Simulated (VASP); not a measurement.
**BN: single point with r2SCAN**

The system is BN.

```xyz
2
Lattice="0.0000 1.8402 1.7858 1.8402 0.0000 1.7858 1.8402 1.8402 0.0000" Properties=species:S:1:pos:R:3 pbc="T T T"
B     0.0000    0.0000    0.0000
N     2.7603    2.7603    2.6787
```

This cell differs from its parent crystal: strain +0.015 along x and y, -0.015 along z.

```json
{"Program": "VASP 6.6.1", "Task": "single point", "Functional": "r2SCAN", "Potentials or basis": "VASP PAW PBE potentials, release 64 (B, N)", "Cutoff": "520 eV", "k mesh": "12 × 12 × 12", "Occupations": "gaussian, width 0.05 eV", "Spin": "no spin polarisation"}
```

| Quantity | Value |
| --- | --- |
| Pressure | -9.5 GPa |
| Band gap on the k mesh | 4.42 eV, indirect (least direct gap 9.09 eV) |

Stress tensor (GPa, compression positive):
```
-15.50   0.00   0.00
  0.00 -15.50   0.00
  0.00   0.00   2.57
```

Levels at points of the mesh, in eV from the valence-band top:
```csv
k point,band 2,band 3,band 4,band 5,band 6,band 7
"(0.00, 0.00, 0.00)",-0.28,-0.28,0.00,9.09,9.30,9.30
"(0.50, 0.00, 0.00)",-11.05,-2.39,-1.93,10.05,10.97,11.54
"(0.50, 0.50, 0.00)",-9.05,-5.44,-5.44,4.42,9.00,18.73
"(0.50, 0.00, 0.50)",-9.49,-5.03,-5.01,4.94,9.73,18.41
```

Wall time 110 s on 1 thread of Intel Xeon 8259CL (shared host), peak memory 0.14 GiB.

Caveat: the cell differs from its parent crystal (strain +0.015 along x and y, -0.015 along z); the PAW data sets were made with another functional, which shifts forces and pressure a little. A k mesh can miss the band edges.
